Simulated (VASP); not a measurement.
# Au in VASP: relaxation of the atoms with LDA

Aim: the relaxation of the atoms of Au with LDA.

Program: VASP 6.6.1. These are calculated values, not measurements. Logs are shortened: lines on timing, memory, paths and dates and some standing lists are left out, and cuts for length are marked.

**1. The cell of the first run**

The cell holds a slab with vacuum, 5 atoms: a = 2.863 Å, b = 2.863 Å, c = 24.350 Å, α = 90.00°, β = 90.00°, γ = 120.00°.

**2. Relaxation of the atoms, LDA**

INCAR reads:

```
SYSTEM = Au
  ALGO = Normal
  DIPOL = 0.5 0.5 0.500
  EDIFF = 1E-6
  EDIFFG = -0.02
  ENCUT = 520
  GGA = CA
  IBRION = 2
  IDIPOL = 3
  ISIF = 2
  ISMEAR = 0
  LASPH = .True.
  LCHARG = .False.
  LDIPOL = .True.
  LREAL = .False.
  LWAVE = .False.
  NELM = 100
  NSW = 80
  PREC = Accurate
  SIGMA = 0.1
```

KPOINTS reads:

```
k-points
0
Gamma
  12 12 1
  0 0 0
```

POSCAR reads:

```
Au
1.0
    2.8628163663      0.0000000000      0.0000000000
   -1.4314081832      2.4792716996      0.0000000000
    0.0000000000      0.0000000000     24.3499190998
Au
5
Direct
    0.6666666667      0.3333333333      0.3080092369
    0.3333333333      0.6666666667      0.4040046184
    0.0000000000      0.0000000000      0.5000000000
    0.6666666667      0.3333333333      0.5959953816
    0.3333333333      0.6666666667      0.6919907631
```

Potentials or basis: VASP PAW LDA potentials, release 64 (Au).

Launch:

```console
> cat potpaw_LDA.64/Au/POTCAR > POTCAR
> mpirun -np 1 vasp_std > vasp.out
```

OUTCAR:

```text
SYSTEM = Au
   EDIFF = 1E-6
   EDIFFG = -0.02
   ENCUT = 520
   GGA = CA
   IBRION = 2
   ISIF = 2
   ISMEAR = 0
   LASPH = .True.
   LREAL = .False.
   NELM = 100
   NSW = 80
   PREC = Accurate

 ion  position               nearest neighbor table
   1  0.667  0.333  0.308-   2 2.86   2 2.86   2 2.86
   2  0.333  0.667  0.404-   1 2.86   1 2.86   1 2.86   3 2.86   3 2.86   3 2.86
   3  0.000  0.000  0.500-   2 2.86   4 2.86   4 2.86   2 2.86   4 2.86   2 2.86
   4  0.667  0.333  0.596-   5 2.86   5 2.86   5 2.86   3 2.86   3 2.86   3 2.86
   5  0.333  0.667  0.692-   4 2.86   4 2.86   4 2.86

  LATTYP: Found a hexagonal cell.
 ALAT       =     2.8628163663
 C/A-ratio  =     8.5055819110

  Lattice vectors:

 A1 = (   2.8628163663,   0.0000000000,   0.0000000000)
 A2 = (  -1.4314081832,   2.4792716996,   0.0000000000)
 A3 = (   0.0000000000,   0.0000000000,  24.3499190998)

Analysis of symmetry for initial positions (statically):
=====================================================================
 Subroutine PRICEL returns:
 Original cell was already a primitive cell.

 Routine SETGRP: Setting up the symmetry group for a
 hexagonal supercell.

 Subroutine GETGRP returns: Found 12 space group operations
 (whereof 12 operations were pure point group operations)
 out of a pool of 24 trial point group operations.

The static configuration has the point symmetry D_3d.

Analysis of symmetry for dynamics (positions and initial velocities):
=====================================================================
 Subroutine PRICEL returns:
 Original cell was already a primitive cell.

 Routine SETGRP: Setting up the symmetry group for a
 hexagonal supercell.

 Subroutine GETGRP returns: Found 12 space group operations
 (whereof 12 operations were pure point group operations)
 out of a pool of 24 trial point group operations.

The dynamic configuration has the point symmetry D_3d.

 Subroutine INISYM returns: Found 12 space group operations
 (whereof 12 operations are pure point group operations),
 and found     1 'primitive' translations

----------------------------------------------------------------------------------------

                                     Primitive cell

  volume of cell :     172.8284

  direct lattice vectors                    reciprocal lattice vectors
     2.862816366  0.000000000  0.000000000     0.349306372  0.201672128  0.000000000
    -1.431408183  2.479271700  0.000000000     0.000000000  0.403344256  0.000000000
     0.000000000  0.000000000 24.349919100     0.000000000  0.000000000  0.041067898

  length of vectors
     2.862816366  2.862816366 24.349919100     0.403344256  0.403344256  0.041067898

  position of ions in fractional coordinates (direct lattice)
     0.666666667  0.333333333  0.308009237
     0.333333333  0.666666667  0.404004618
     0.000000000  0.000000000  0.500000000
     0.666666667  0.333333333  0.595995382
     0.333333333  0.666666667  0.691990763

  ion indices of the primitive-cell ions
   primitive index   ion index
                 1           1
                 2           2
                 3           3
                 4           4
                 5           5

----------------------------------------------------------------------------------------

 KPOINTS: k-points

Automatic generation of k-mesh.
 Grid dimensions read from file:
 generate k-points for:   12   12    1

 Generating k-lattice:

  Cartesian coordinates                     Fractional coordinates (reciprocal lattice)
     0.029108864  0.016806011  0.000000000     0.083333333  0.000000000  0.000000000
     0.000000000  0.033612021  0.000000000     0.000000000  0.083333333  0.000000000
     0.000000000  0.000000000  0.041067898     0.000000000  0.000000000  1.000000000

  Length of vectors
     0.033612021  0.033612021  0.041067898

  Shift w.r.t. Gamma in fractional coordinates (k-lattice)
     0.000000000  0.000000000  0.000000000

 Subroutine IBZKPT returns following result:
 ===========================================

 Found     19 irreducible k-points:

 Following reciprocal coordinates:
            Coordinates               Weight
  0.000000  0.000000  0.000000      1.000000
  0.083333  0.000000  0.000000      6.000000
  0.166667  0.000000  0.000000      6.000000
  0.250000  0.000000  0.000000      6.000000
  0.333333  0.000000  0.000000      6.000000
  0.416667  0.000000  0.000000      6.000000
[... 11 lines left out ...]
  0.333333  0.250000  0.000000     12.000000
  0.333333  0.333333  0.000000      2.000000
   k-points           NKPTS =     19   k-points in BZ     NKDIM =     19   number of bands    NBANDS=     33
   number of dos      NEDOS =    301   number of ions     NIONS =      5
   total plane-waves  NPLWV = 110592
   dimension x,y,z NGX =    24 NGY =   24 NGZ =  192
   dimension x,y,z NGXF=    48 NGYF=   48 NGZF=  384
   ions per type =               5
   NGX,Y,Z   is equivalent  to a cutoff of  13.94, 13.94, 13.11 a.u.
   NGXF,Y,Z  is equivalent  to a cutoff of  27.87, 27.87, 26.22 a.u.
 SYSTEM =  Au
   PREC   = accura    normal or accurate (medium, high low for compatibility)
   ISTART =      0    job   : 0-new  1-cont  2-samecut
   ICHARG =      2    charge: 1-file 2-atom 10-const
   ISPIN  =      1    spin polarized calculation?
   LNONCOLLINEAR =      F non collinear calculations
   LSORBIT =      F    spin-orbit coupling
   LASPH  =      T    aspherical Exc in radial PAW
   ENCUT  =  520.0 eV  38.22 Ry    6.18 a.u.   5.32  5.32 45.27*2*pi/ulx,y,z
   NELM   =    100;   NELMIN=  2; NELMDL= -5     # of ELM steps
   EDIFF  = 0.1E-05   stopping-criterion for ELM
   LREAL  =      F    real-space projection
   EDIFFG = -.2E-01   stopping-criterion for IOM
   NSW    =     80    number of steps for IOM
   IBRION =      2    ionic relax: 0-MD 1-quasi-New 2-CG
   NFREE  =      1    steps in history (QN), initial steepest desc. (CG)
   ISIF   =      2    stress and relaxation
   ISYM   =      2    0-nonsym 1-usesym 2-fastsym
   POTIM  = 0.5000    time-step for ionic-motion
   TEBEG  =    0.0;   TEEND  =   0.0 temperature during run
   PSTRESS=    0.0 pullay stress
   NELECT =      55.0000    total number of electrons
   NUPDOWN=      -1.0000    fix difference up-down
   EMIN   =  10.00;   EMAX   =-10.00  energy-range for DOS
   EFERMI =   0.00;   METHOD = LEGACY
   ISMEAR =     0;   SIGMA  =   0.10  broadening in eV -4-tet -1-fermi 0-gaus
   EFERMI_NEDOS =   21; number of points for ismear=-14 and -15
   IALGO  =     38    algorithm
   IMIX   =      4    mixing-type and parameters
     AMIX     =   0.40;   BMIX     =  1.00
     AMIX_MAG =   1.60;   BMIX_MAG =  1.00
  volume/ion in A,a.u.               =      34.57       233.26
  Fermi-wavevector in a.u.,A,eV,Ry     =   1.117697  2.112141 16.997026  1.249246
  Thomas-Fermi vector in A             =   2.254322
   LORBIT       =      0    0 simple, 1 ext, 2 COOP (PROOUT), +10 PAW based schemes
   GGA     = CA    functional components
   LHFCALC =     F    Hartree Fock is set to
   AEXX    =    0.0000 exact exchange contribution
   IVDW    =     0    specifies the selected vdW correction
   LEPSILON=     F    determine dielectric tensor
   LRPA    =     F    only Hartree local field effects (RPA)
 conjugate gradient relaxation of ions
 non-spin polarized calculation
 Gauss-broadening in eV      SIGMA  =   0.10
  energy-cutoff  :      520.00
  volume of cell :      172.83
 maximum number of plane-waves:      4687
 NGX is ok and might be reduce to    24
   NGX = 11   NGY = 11   NGZ = 91

--------------------------------------- Ionic step        1  -------------------------------------------

 number of electron      55.0000006 magnetization

 Free energy of the ion-electron system (eV)
  ---------------------------------------------------
  ext. energy  EPLUGINS =         0.00000000
  ---------------------------------------------------
  free energy    TOTEN  =       -21.21903926 eV

  energy without entropy =      -21.20732352  energy(sigma->0) =      -21.21318139

------------------------ aborting loop because EDIFF is reached ----------------------------------------

  FORCE on cell =-STRESS in cart. coord.  units (eV):
  Direction    XX          YY          ZZ          XY          YZ          ZX
  --------------------------------------------------------------------------------------
  -------------------------------------------------------------------------------------
  Total       -3.2257789     -3.2257789      0.0868904      0.0000000      0.0000000     -0.0000000
  in kB      -29.9040519    -29.9040519      0.8055031      0.0000000      0.0000000     -0.0000000
  external PRESSURE =     -19.6675336 kB  Pullay stress =       0.0000000 kB
[... 26 lines left out ...]
--------------------------------------- Ionic step        2  -------------------------------------------

 number of electron      55.0000006 magnetization

 dipolmoment           0.000000      0.000000     -0.000000 electrons x Angstroem

------------------------ aborting loop because EDIFF is reached ----------------------------------------

  FORCE on cell =-STRESS in cart. coord.  units (eV):
  Direction    XX          YY          ZZ          XY          YZ          ZX
  --------------------------------------------------------------------------------------
  -------------------------------------------------------------------------------------
  Total       -3.2861108     -3.2861108      0.0234977      0.0000000      0.0000000     -0.0000000
  in kB      -30.4633493    -30.4633493      0.2178318      0.0000000      0.0000000     -0.0000000
  external PRESSURE =     -20.2362889 kB  Pullay stress =       0.0000000 kB
[... 26 lines left out ...]
--------------------------------------- Ionic step        3  -------------------------------------------

 number of electron      55.0000005 magnetization

 dipolmoment           0.000000      0.000000      0.000000 electrons x Angstroem

 Free energy of the ion-electron system (eV)
  ---------------------------------------------------
  ext. energy  EPLUGINS =         0.00000000
  ---------------------------------------------------
  free energy    TOTEN  =       -21.22173135 eV

  energy without entropy =      -21.21017337  energy(sigma->0) =      -21.21595236

 E-fermi :   1.6655     XC(G=0):  -7.0413

 val. band max:        1.6497811968   @ k =   0.0000   0.0000   0.0000
 cond. band min:       1.8282150099   @ k =   0.0833   0.0833   0.0000
 fundamental gap:      0.1784338131
 Fermi energy:         1.6654896366

 k-point     1 :       0.0000    0.0000    0.0000
  band No.  band energies     occupation
      1      -8.0953      2.00000
      2      -7.1945      2.00000
      3      -6.1810      2.00000
      4      -5.6551      2.00000
      5      -5.6124      2.00000
      6      -3.1359      2.00000
[... 673 lines left out ...]
     32       6.8914      0.00000
     33       6.8914      0.00000

------------------------ aborting loop because EDIFF is reached ----------------------------------------

 vacuum level on the upper side and lower side of the slab       (xc-potential included)        -0.102        -0.102

  FORCE on cell =-STRESS in cart. coord.  units (eV):
  Direction    XX          YY          ZZ          XY          YZ          ZX
  --------------------------------------------------------------------------------------
  -------------------------------------------------------------------------------------
  Total       -3.3280680     -3.3280680     -0.0194784      0.0000000      0.0000000     -0.0000000
  in kB      -30.8523062    -30.8523062     -0.1805717      0.0000000      0.0000000     -0.0000000
  external PRESSURE =     -20.6283947 kB  Pullay stress =       0.0000000 kB
[... 20 lines left out ...]
  FREE ENERGIE OF THE ION-ELECTRON SYSTEM (eV)
  ---------------------------------------------------
  free  energy   TOTEN  =       -21.2217313550 eV

  energy  without entropy=      -21.2101733670  energy(sigma->0) =      -21.21595236

 reached required accuracy - stopping structural energy minimisation

 vacuum level on the upper side and lower side of the slab         7.170         7.170
```

Wall time 4 min (1 thread of Intel Xeon Platinum 8259CL at 2.50GHz (Skylake/Cascade Lake), shared host); peak memory 0.29 GiB.

What came out:

```yaml
Free_energy: -21.2217 eV
Energy_gained_by_relaxing: 0.5 meV/atom
Ionic_steps: 3
Largest_force_after_relaxing: 0.004 eV/Å
Band_gap_on_the_k_mesh: zero (an odd number of electrons rules out a gap without spin polarisation)
```

Forces in eV/Å, atoms in the order of the input:
```
Au   0.000  0.000 -0.004
Au   0.000  0.000  0.000
Au   0.000  0.000  0.000
Au   0.000  0.000  0.000
Au   0.000  0.000  0.004
```

Step by step:
```
step  energy change (eV)  largest force (eV/Å)  pressure (GPa)
   1              0.0000                0.1513           -1.97
   2             -0.0022                0.0648           -2.02
   3             -0.0027                0.0044           -2.06
```

Final structure:
```cif
data_structure
_symmetry_space_group_name_H-M 'P 1'
_symmetry_Int_Tables_number 1
_cell_length_a 2.8628
_cell_length_b 2.8628
_cell_length_c 24.3499
_cell_angle_alpha 90.000
_cell_angle_beta 90.000
_cell_angle_gamma 120.000
_cell_volume 172.83
loop_
_atom_site_label
_atom_site_type_symbol
_atom_site_fract_x
_atom_site_fract_y
_atom_site_fract_z
_atom_site_occupancy
Au1 Au 0.66667 0.33333 0.30769 1
Au2 Au 0.33333 0.66667 0.40453 1
Au3 Au 0.00000 0.00000 0.50000 1
Au4 Au 0.66667 0.33333 0.59547 1
Au5 Au 0.33333 0.66667 0.69231 1
```

Caveat: spin-orbit coupling is left out, which moves the levels of the heavy elements.

The gap in the log of VASP goes by the Fermi energy; the results here count the filled bands.